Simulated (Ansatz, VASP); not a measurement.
## BaHfO3 in VASP and in Ansatz

File POSCAR:

```
BaHfO3
1.0
    4.2188293586      0.0000000000      0.0000000000
    0.0000000000      4.2188293586      0.0000000000
    0.0000000000      0.0000000000      4.1561734770
Ba Hf O
1 1 3
Direct
    0.0000000000      0.0000000000      0.0000000000
    0.5000000000      0.5000000000      0.5000000000
    0.5000000000      0.5000000000      0.0000000000
    0.5000000000      0.0000000000      0.5000000000
    0.0000000000      0.5000000000      0.5000000000
```

The input INCAR.step1:

```
SYSTEM = BaHfO3
ALGO = Normal
EDIFF = 1E-4
ENCUT = 520
GGA = PE
GGA_COMPAT = .FALSE.
ISMEAR = 0
LASPH = .TRUE.
LCHARG = .FALSE.
LMAXMIX = 4
LNONCOLLINEAR = .TRUE.
LREAL = .FALSE.
LSORBIT = .TRUE.
LWAVE = .TRUE.
MAGMOM = 0 0 0 0 0 0 0 0 0 0 0 0 0 0 0
NBANDS = 53
NELM = 150
PREC = Accurate
SIGMA = 0.01
```

The input INCAR.step2:

```
SYSTEM = BaHfO3
ALGO = Normal
EDIFF = 1E-7
ENCUT = 520
GGA_COMPAT = .FALSE.
ISIF = 2
ISMEAR = 0
ISTART = 1
LASPH = .TRUE.
LCHARG = .FALSE.
LMAXMIX = 4
LMIXTAU = .TRUE.
LNONCOLLINEAR = .TRUE.
LORBIT = 11
LORBMOM = .TRUE.
LREAL = .FALSE.
LSORBIT = .TRUE.
LWAVE = .FALSE.
MAGMOM = 0 0 0 0 0 0 0 0 0 0 0 0 0 0 0
METAGGA = R2SCAN
NBANDS = 53
NELM = 150
PREC = Accurate
SIGMA = 0.01
```

Contents of KPOINTS:

```
k-points
0
G
  6 6 6
  0 0 0
```

Input for Ansatz:

```yaml
crystal:
  lattice:
    - [4.2188293586, 0.0, 0.0]
    - [0.0, 4.2188293586, 0.0]
    - [0.0, 0.0, 4.156173477]
  atoms:
    - { symbol: Ba, position: [0.0, 0.0, 0.0] }
    - { symbol: Hf, position: [0.5, 0.5, 0.5] }
    - { symbol: O, position: [0.5, 0.5, 0.0] }
    - { symbol: O, position: [0.5, 0.0, 0.5] }
    - { symbol: O, position: [0.0, 0.5, 0.5] }
kpoints:
  mp_grid: { grid: [6, 6, 6] }
  band_path:
    path:
      - [0.0, 0.0, 0.0]
      - [0.0, 0.5, 0.0]
      - [0.5, 0.5, 0.0]
      - [0.5, 0.5, 0.5]
      - [0.494792, -0.5, -0.5]
    npoints: 1
hamiltonian:
  xc: r2scan
scf:
  occupations: { method: fixed }
  n_extra_bands: 10
magnetization:
  noncollinear: true
  spin_orbit: true
output:
  forces: true
  stress: true
  eigenvalues: true
```

Change from the starting cell: epitaxial_xy strain +1.0%.

Alike in both runs: task single point; functional r2SCAN; k mesh 6 × 6 × 6; non-collinear spin, spin-orbit coupling.

|  | VASP | Ansatz |
| --- | --- | --- |
| version | VASP 6.6.1 | Ansatz 0.2.0 |
| potentials or method | VASP PAW PBE potentials, release 64 (Ba_sv, Hf_pv, O) | plane waves, PAW |
| plane-wave cutoff (eV) | 520 | 500 |
| occupations | gaussian, width 0.01 eV | fixed |
| valence electrons in the cell | 38 | 54 |

|  | VASP | Ansatz | Ansatz less VASP |
| --- | --- | --- | --- |
| pressure (GPa) | -3.1 | -2.6 | +0.49 |
| traceless stress, the component that is largest in VASP (GPa) | 2.38 | 2.41 | +0.026 |

VASP's potentials were made for PBE, not for r2SCAN. VASP's potentials hold 38 valence electrons a cell and Ansatz's 54, so a difference there can come from the potentials and not from the codes.
